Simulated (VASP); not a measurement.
# Ga16As9P7 (P1) in VASP: single point with PBEsol

Aim: the single point of Ga16As9P7 with PBEsol.

Program: VASP 6.6.1. These are calculated values, not measurements. Logs are shortened: lines on timing, memory, paths and dates and some standing lists are left out, and cuts for length are marked.

### Step 1. The cell of the first run

The typed cell holds 64 atoms: a = 11.139 Å, b = 11.139 Å, c = 11.139 Å, α = 90.00°, β = 90.00°, γ = 90.00°.

### Step 2. Single point, PBEsol

The input, INCAR:

```
SYSTEM = Ga16As9P7
  ALGO = Normal
  EDIFF = 1E-6
  ENCUT = 520
  GGA = PS
  ISIF = 2
  ISMEAR = -1
  LASPH = .TRUE.
  LCHARG = .FALSE.
  LREAL = Auto
  LWAVE = .FALSE.
  NBANDS = 326
  NELM = 100
  PREC = Accurate
  SIGMA = 0.05
```

The input, KPOINTS:

```
Automatic mesh
0
Gamma
  1 1 1
  0.5 0.5 0.5
```

The input, POSCAR:

```
Ga16As9P7
1.0
   11.1392643591      0.0000000000      0.0000000000
    0.0000000000     11.1392643591      0.0000000000
    0.0000000000      0.0000000000     11.1392643591
Ga As P
32 18 14
Direct
    0.9960000000      0.9959090000      0.9964120000
    0.9962050000      0.9970340000      0.5027220000
    0.9990240000      0.5003910000      0.9995210000
    0.9964940000      0.5043940000      0.5040650000
    0.5035490000      0.0032970000      0.0027840000
    0.4975160000      0.9957010000      0.4974980000
    0.5035320000      0.5042620000      0.9967050000
    0.5005760000      0.5001860000      0.4995880000
    0.2492370000      0.2502550000      0.9987760000
    0.2531000000      0.2460710000      0.4980660000
    0.2494190000      0.7510310000      0.9940600000
    0.2488790000      0.7496270000      0.5057510000
    0.7460280000      0.2463230000      0.9974880000
    0.7527640000      0.2536970000      0.5026690000
    0.7496020000      0.7497960000      0.0049930000
    0.7520990000      0.7541590000      0.4977430000
    0.2519410000      0.0011170000      0.2529360000
    0.2496930000      0.9942700000      0.7503150000
    0.2501410000      0.5012340000      0.2500520000
    0.2486310000      0.5062740000      0.7494360000
    0.7463250000      0.9973740000      0.2468700000
    0.7553170000      0.9984370000      0.7492200000
    0.7495110000      0.5064350000      0.2498790000
    0.7495620000      0.4950620000      0.7509660000
    0.9981450000      0.2495040000      0.2500800000
    0.9938120000      0.2497610000      0.7499370000
    0.9936030000      0.7512430000      0.2501920000
    0.0015620000      0.7529150000      0.7465530000
    0.5016330000      0.2435070000      0.2498330000
    0.5026430000      0.2529600000      0.7531760000
    0.5057510000      0.7499030000      0.2497200000
    0.4949420000      0.7509030000      0.7498910000
    0.1234250000      0.1228660000      0.1237760000
    0.1237550000      0.1231740000      0.6260710000
    0.1235930000      0.6274220000      0.1242480000
    0.6255070000      0.1241600000      0.6248600000
    0.6259460000      0.6262530000      0.6252470000
    0.3776670000      0.3750710000      0.1241450000
    0.3747380000      0.3761300000      0.6258940000
    0.3766000000      0.8749050000      0.1245060000
    0.8716510000      0.3750750000      0.1239110000
    0.3755440000      0.1238990000      0.8747920000
    0.3756840000      0.6274040000      0.3760120000
    0.8722690000      0.1230340000      0.3751550000
    0.8745240000      0.6265750000      0.8738880000
    0.1236290000      0.3757910000      0.3770780000
    0.1235710000      0.3759730000      0.8728210000
    0.1236480000      0.8739240000      0.3768600000
    0.6258900000      0.3751990000      0.3736400000
    0.6256160000      0.8750910000      0.8756580000
    0.1234980000      0.6271110000      0.6260300000
    0.6259640000      0.1239620000      0.1250470000
    0.6257270000      0.6261980000      0.1248600000
    0.3735330000      0.8739910000      0.6249370000
    0.8746010000      0.3763830000      0.6262210000
    0.8725100000      0.8750510000      0.1249150000
    0.8753710000      0.8741560000      0.6247120000
    0.3768340000      0.1226610000      0.3746730000
    0.3745220000      0.6263000000      0.8737140000
    0.8731820000      0.1237980000      0.8746520000
    0.8735160000      0.6273820000      0.3759950000
    0.1231920000      0.8740070000      0.8728170000
    0.6255780000      0.3750500000      0.8761310000
    0.6255960000      0.8749390000      0.3739180000
```

Potentials or basis: VASP PAW PBE potentials, release 64 (Ga_d, As, P).

Started as:

```console
> cat potpaw_PBE.64/Ga_d/POTCAR potpaw_PBE.64/As/POTCAR potpaw_PBE.64/P/POTCAR > POTCAR
> mpirun -np 1 vasp_std > vasp.out
```

OUTCAR:

```text
SYSTEM = Ga16As9P7
   EDIFF = 1E-6
   ENCUT = 520
   GGA = PS
   ISIF = 2
   ISMEAR = -1
   LASPH = .TRUE.
   LREAL = Auto
   NELM = 100
   PREC = Accurate

 ion  position               nearest neighbor table
   1  0.996  0.996  0.996-  60 2.40  62 2.40  56 2.40  33 2.46
   2  0.996  0.997  0.503-  57 2.35  48 2.42  34 2.43  44 2.43
   3  0.999  0.500  1.000-  47 2.42  45 2.42  35 2.42  41 2.43
   4  0.996  0.504  0.504-  51 2.39  55 2.39  61 2.41  46 2.46
   5  0.504  0.003  0.003-  52 2.35  42 2.42  40 2.43  50 2.43
   6  0.498  0.996  0.497-  58 2.38  64 2.40  54 2.40  36 2.47
[... 56 lines left out ...]
  63  0.626  0.375  0.876-  30 2.37  24 2.37  13 2.38   7 2.39
  64  0.626  0.875  0.374-  31 2.37  21 2.38  16 2.39   6 2.40

  LATTYP: Found a simple cubic cell.
 ALAT       =    11.1392643591

  Lattice vectors:

 A1 = (  11.1392643591,   0.0000000000,   0.0000000000)
 A2 = (   0.0000000000,  11.1392643591,   0.0000000000)
 A3 = (   0.0000000000,   0.0000000000,  11.1392643591)

Analysis of symmetry for initial positions (statically):
=====================================================================
 Subroutine PRICEL returns:
 Original cell was already a primitive cell.

 Routine SETGRP: Setting up the symmetry group for a
 simple cubic supercell.

 Subroutine GETGRP returns: Found  1 space group operations
 (whereof  1 operations were pure point group operations)
 out of a pool of 48 trial point group operations.

The static configuration has the point symmetry C_1 .

Analysis of symmetry for dynamics (positions and initial velocities):
=====================================================================
 Subroutine PRICEL returns:
 Original cell was already a primitive cell.

 Routine SETGRP: Setting up the symmetry group for a
 simple cubic supercell.

 Subroutine GETGRP returns: Found  1 space group operations
 (whereof  1 operations were pure point group operations)
 out of a pool of 48 trial point group operations.

The dynamic configuration has the point symmetry C_1 .

 Subroutine INISYM returns: Found  1 space group operations
 (whereof  1 operations are pure point group operations),
 and found     1 'primitive' translations

----------------------------------------------------------------------------------------

                                     Primitive cell

  volume of cell :    1382.1957

  direct lattice vectors                    reciprocal lattice vectors
    11.139264359  0.000000000  0.000000000     0.089772535  0.000000000  0.000000000
     0.000000000 11.139264359  0.000000000     0.000000000  0.089772535  0.000000000
     0.000000000  0.000000000 11.139264359     0.000000000  0.000000000  0.089772535

  length of vectors
    11.139264359 11.139264359 11.139264359     0.089772535  0.089772535  0.089772535

  position of ions in fractional coordinates (direct lattice)
     0.996000000  0.995909000  0.996412000
     0.996205000  0.997034000  0.502722000
     0.999024000  0.500391000  0.999521000
     0.996494000  0.504394000  0.504065000
     0.503549000  0.003297000  0.002784000
     0.497516000  0.995701000  0.497498000
[... 56 lines left out ...]
     0.625578000  0.375050000  0.876131000
     0.625596000  0.874939000  0.373918000

  ion indices of the primitive-cell ions
   primitive index   ion index
                 1           1
                 2           2
                 3           3
                 4           4
                 5           5
                 6           6
[... 56 lines left out ...]
                63          63
                64          64

----------------------------------------------------------------------------------------

 KPOINTS: Automatic mesh

Automatic generation of k-mesh.
 Grid dimensions read from file:
 generate k-points for:    1    1    1

 Generating k-lattice:

  Cartesian coordinates                     Fractional coordinates (reciprocal lattice)
     0.089772535  0.000000000  0.000000000     1.000000000  0.000000000  0.000000000
     0.000000000  0.089772535  0.000000000     0.000000000  1.000000000  0.000000000
     0.000000000  0.000000000  0.089772535     0.000000000  0.000000000  1.000000000

  Length of vectors
     0.089772535  0.089772535  0.089772535

  Shift w.r.t. Gamma in fractional coordinates (k-lattice)
     0.500000000  0.500000000  0.500000000

 Subroutine IBZKPT returns following result:
 ===========================================

 Found      1 irreducible k-points:

 Following reciprocal coordinates:
            Coordinates               Weight
  0.500000  0.500000  0.500000      1.000000
   k-points           NKPTS =      1   k-points in BZ     NKDIM =      1   number of bands    NBANDS=    326
   number of dos      NEDOS =    301   number of ions     NIONS =     64
   total plane-waves  NPLWV = 592704
   dimension x,y,z NGX =    84 NGY =   84 NGZ =   84
   dimension x,y,z NGXF=   168 NGYF=  168 NGZF=  168
   ions per type =              32  18  14
   NGX,Y,Z   is equivalent  to a cutoff of  12.54, 12.54, 12.54 a.u.
   NGXF,Y,Z  is equivalent  to a cutoff of  25.07, 25.07, 25.07 a.u.
 SYSTEM =  Ga16As9P7
   PREC   = accura    normal or accurate (medium, high low for compatibility)
   ISTART =      0    job   : 0-new  1-cont  2-samecut
   ICHARG =      2    charge: 1-file 2-atom 10-const
   ISPIN  =      1    spin polarized calculation?
   LNONCOLLINEAR =      F non collinear calculations
   LSORBIT =      F    spin-orbit coupling
   LASPH  =      T    aspherical Exc in radial PAW
   ENCUT  =  520.0 eV  38.22 Ry    6.18 a.u.  20.71 20.71 20.71*2*pi/ulx,y,z
   NELM   =    100;   NELMIN=  2; NELMDL= -5     # of ELM steps
   EDIFF  = 0.1E-05   stopping-criterion for ELM
   LREAL  =      T    real-space projection
   EDIFFG = 0.1E-04   stopping-criterion for IOM
   NSW    =      0    number of steps for IOM
   IBRION =     -1    ionic relax: 0-MD 1-quasi-New 2-CG
   NFREE  =      0    steps in history (QN), initial steepest desc. (CG)
   ISIF   =      2    stress and relaxation
   ISYM   =      2    0-nonsym 1-usesym 2-fastsym
   POTIM  = 0.5000    time-step for ionic-motion
   TEBEG  =    0.0;   TEEND  =   0.0 temperature during run
   PSTRESS=    0.0 pullay stress
   NELECT =     576.0000    total number of electrons
   NUPDOWN=      -1.0000    fix difference up-down
   EMIN   =  10.00;   EMAX   =-10.00  energy-range for DOS
   EFERMI =   0.00;   METHOD = LEGACY
   ISMEAR =    -1;   SIGMA  =   0.05  broadening in eV -4-tet -1-fermi 0-gaus
   EFERMI_NEDOS =   21; number of points for ismear=-14 and -15
   IALGO  =     38    algorithm
   IMIX   =      4    mixing-type and parameters
     AMIX     =   0.40;   BMIX     =  1.00
     AMIX_MAG =   1.60;   BMIX_MAG =  1.00
  volume/ion in A,a.u.               =      21.60       145.74
  Fermi-wavevector in a.u.,A,eV,Ry     =   1.222810  2.310777 20.344321  1.495265
  Thomas-Fermi vector in A             =   2.357944
   LORBIT       =      0    0 simple, 1 ext, 2 COOP (PROOUT), +10 PAW based schemes
   GGA     = PS    functional components
   LHFCALC =     F    Hartree Fock is set to
   AEXX    =    0.0000 exact exchange contribution
   IVDW    =     0    specifies the selected vdW correction
   LEPSILON=     F    determine dielectric tensor
   LRPA    =     F    only Hartree local field effects (RPA)
 non-spin polarized calculation
  energy-cutoff  :      520.00
  volume of cell :     1382.20
 maximum number of plane-waves:     37440
 NGX is ok and might be reduce to    84
   NGX = 41   NGY = 41   NGZ = 41

 number of electron     575.9999983 magnetization

 Free energy of the ion-electron system (eV)
  ---------------------------------------------------
  ext. energy  EPLUGINS =         0.00000000
  ---------------------------------------------------
  free energy    TOTEN  =      -297.24094154 eV

  energy without entropy =     -297.24094152  energy(sigma->0) =     -297.24094153

 E-fermi :   4.6699     XC(G=0):  -9.8495

 val. band max:        3.6692296712   @ k =   0.5000   0.5000   0.5000
 cond. band min:       5.6613737033   @ k =   0.5000   0.5000   0.5000
 fundamental gap:      1.9921440321
 Fermi energy:         4.6699282472

 k-point     1 :       0.5000    0.5000    0.5000
  band No.  band energies     occupation
      1     -10.7123      2.00000
      2     -10.7106      2.00000
      3     -10.7087      2.00000
      4     -10.7076      2.00000
      5     -10.7065      2.00000
      6     -10.7055      2.00000
[... 292 lines left out ...]
    299       6.1861      0.00000
    300       6.1908      0.00000
 [bands above 300 left out]

------------------------ aborting loop because EDIFF is reached ----------------------------------------

  FORCE on cell =-STRESS in cart. coord.  units (eV):
  Direction    XX          YY          ZZ          XY          YZ          ZX
  --------------------------------------------------------------------------------------
  -------------------------------------------------------------------------------------
  Total        0.4017679      0.3860390      0.3487575      0.0488351      0.0139053      0.0007812
  in kB        0.4657108      0.4474786      0.4042636      0.0566074      0.0161184      0.0009056
  external PRESSURE =       0.4391510 kB  Pullay stress =       0.0000000 kB

 VOLUME and BASIS-vectors are now :
 -----------------------------------------------------------------------------
  energy-cutoff  :      520.00
  volume of cell :     1382.20
      direct lattice vectors                 reciprocal lattice vectors
    11.139264359  0.000000000  0.000000000     0.089772535  0.000000000  0.000000000
     0.000000000 11.139264359  0.000000000     0.000000000  0.089772535  0.000000000
     0.000000000  0.000000000 11.139264359     0.000000000  0.000000000  0.089772535

 POSITION                                       TOTAL-FORCE (eV/Angst)
 -----------------------------------------------------------------------------------
     11.09471     11.09369     11.09930        -0.005871     -0.000850     -0.001150
     11.09699     11.10623      5.59995        -0.015334     -0.018144      0.013863
     11.12839      5.57399     11.13393         0.003697     -0.008588     -0.007454
     11.10021      5.61858      5.61491        -0.005771      0.011575      0.005474
      5.60917      0.03673      0.03101         0.011368      0.015048      0.011638
      5.54196     11.09138      5.54176        -0.005799      0.001124     -0.004586
[... 56 lines left out ...]
      6.96848      4.17778      9.75945         0.002787      0.011857     -0.002814
      6.96868      9.74618      4.16517        -0.003322     -0.003028     -0.000767
 -----------------------------------------------------------------------------------
    total drift:                                0.042286      0.000088     -0.012406

  FREE ENERGIE OF THE ION-ELECTRON SYSTEM (eV)
  ---------------------------------------------------
  free  energy   TOTEN  =      -297.2409415431 eV

  energy  without entropy=     -297.2409415193  energy(sigma->0) =     -297.24094153
```

Run time: 21 min. Hardware: 1 thread of AMD EPYC 7R13 (Zen 3), shared host; peak memory 1.2 GiB.

Results:

- Free energy: -297.2409 eV
- Pressure: 0.0 GPa
- Largest force: 0.029 eV/Å
- Band gap on the k mesh: 1.99 eV

Forces on the atoms (eV/Å):
```
Ga  -0.006 -0.001 -0.001
Ga  -0.015 -0.018  0.014
Ga   0.004 -0.009 -0.007
Ga  -0.006  0.012  0.005
Ga   0.011  0.015  0.012
Ga  -0.006  0.001 -0.005
Ga   0.006 -0.006  0.005
Ga  -0.005  0.006 -0.002
Ga   0.000 -0.005  0.001
Ga   0.012 -0.014 -0.013
Ga  -0.002  0.005 -0.029
Ga  -0.003 -0.002  0.025
Ga  -0.005 -0.008  0.001
Ga   0.009  0.005  0.002
Ga  -0.005  0.005  0.026
Ga   0.014  0.005  0.000
Ga   0.014  0.011  0.007
Ga  -0.003 -0.025 -0.001
Ga  -0.001  0.003  0.005
Ga  -0.004  0.024 -0.005
Ga  -0.010 -0.003 -0.013
Ga   0.020 -0.002  0.000
Ga  -0.009  0.017  0.000
Ga   0.002 -0.017 -0.008
Ga  -0.003 -0.002 -0.008
Ga  -0.016  0.001  0.006
Ga  -0.011  0.001 -0.004
Ga   0.002  0.005 -0.016
Ga   0.004 -0.019 -0.006
Ga   0.009  0.008  0.011
Ga   0.025  0.000  0.003
Ga  -0.027  0.004 -0.011
As  -0.003 -0.019  0.001
As  -0.003  0.006 -0.001
As   0.001  0.005  0.001
As  -0.009 -0.014 -0.004
As   0.006  0.010  0.002
As   0.023  0.007 -0.015
As  -0.012 -0.007  0.011
As  -0.008 -0.007  0.005
As  -0.012  0.000 -0.001
As   0.003  0.005 -0.003
As  -0.001  0.003 -0.004
As  -0.002 -0.001 -0.002
As  -0.006 -0.002 -0.011
As  -0.003  0.017  0.017
As  -0.006  0.005 -0.014
As  -0.002  0.006 -0.008
As   0.007 -0.008 -0.005
As   0.004 -0.009 -0.003
P   -0.007  0.003 -0.003
P   -0.002  0.002 -0.005
P   -0.003  0.001 -0.006
P    0.016  0.004  0.008
P   -0.004 -0.002  0.002
P   -0.007  0.003 -0.005
P    0.001 -0.009  0.007
P   -0.005  0.001  0.017
P    0.005 -0.006  0.013
P    0.014  0.005  0.003
P    0.000 -0.007  0.006
P    0.017  0.002  0.004
P    0.003  0.012 -0.003
P   -0.003 -0.003 -0.001
```

Levels at points of the mesh, in eV from the valence-band top:
```csv
k point,band 286,band 287,band 288,band 289,band 290,band 291
"(0.50, 0.50, 0.50)",-0.04,-0.03,0.00,1.99,2.01,2.05
```

Caveat: the k points lie up to 0.56 Å⁻¹ apart; the PAW data sets were made with another functional, which shifts forces and pressure a little; a shifted mesh leaves out Γ, where band edges can lie. A k mesh can miss the band edges.
